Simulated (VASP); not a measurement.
Crystal: Cs.

```
Cs
1.0
     6.27081    0.00000    0.00000
    -3.13540    5.43068    0.00000
     0.00000    0.00000   16.09940
Cs
4
Direct
  0.33333 0.66667 0.16100
  0.66667 0.33333 0.66100
  0.33333 0.66667 0.33900
  0.66667 0.33333 0.83900
```

* Program: VASP 6.6.1
* Task: relaxation of cell and atoms
* Functional: PBE
* Potentials or basis: VASP PAW PBE potentials, release 64 (Cs_sv)
* Cutoff: 500 eV
* k mesh: 3 × 3 × 1
* Occupations: gaussian, width 0.1 eV
* Spin: no spin polarisation

At the start: pressure 1.7 GPa; volume 137.07 Å³/atom.

Question: How do energy, volume and symmetry change on relaxing?

Answer: Over 24 steps the energy falls by 931.6 meV/atom and the volume is 118.25 Å³/atom (-13.7 %); space group P6_3/mmc (No. 194, to 0.05 Å).

The path:
```csv
step,energy change (eV),largest force (eV/Å),pressure (GPa),volume (Å³)
1,0.0000,4.1587,1.72,548.26
2,-3.1537,0.3169,-0.19,656.62
3,-3.1904,0.2684,-0.21,663.58
4,-3.2429,0.1835,-0.24,677.27
5,-3.2821,0.0564,-0.28,703.68
6,-3.2810,0.0729,-0.27,699.56
7,-3.3420,0.0726,-0.25,668.30
8,-3.4709,0.0742,-0.14,579.60
9,-3.2841,0.0987,0.47,424.16
10,-3.4913,0.0776,-0.06,542.40
11,-3.4920,0.0788,-0.04,533.61
12,-3.5041,0.0991,-0.02,524.26
13,-3.5229,0.1567,0.03,499.51
14,-3.5006,0.3007,0.20,450.27
15,-3.5226,0.1937,0.06,486.62
16,-3.5331,0.1935,0.06,484.10
17,-3.5652,0.1946,0.06,476.45
18,-3.6216,0.1844,0.08,460.76
19,-3.5985,0.0897,0.26,427.78
20,-3.6352,0.1690,0.14,446.72
21,-3.6680,0.1263,0.10,451.29
22,-3.7199,0.0316,0.05,465.06
23,-3.7257,0.0056,0.03,470.41
24,-3.7264,0.0061,0.03,472.99
```

Final structure:
```
CELL_PARAMETERS angstrom
5.42330 0.00000 0.00000
-2.71165 4.69672 0.00000
0.00000 0.00000 18.56939
ATOMIC_POSITIONS crystal
Cs 0.33333 0.66667 0.11555
Cs 0.66667 0.33333 0.61555
Cs 0.33333 0.66667 0.38445
Cs 0.66667 0.33333 0.88445
```

Caveat: the k points lie up to 0.45 Å⁻¹ apart in the final cell.
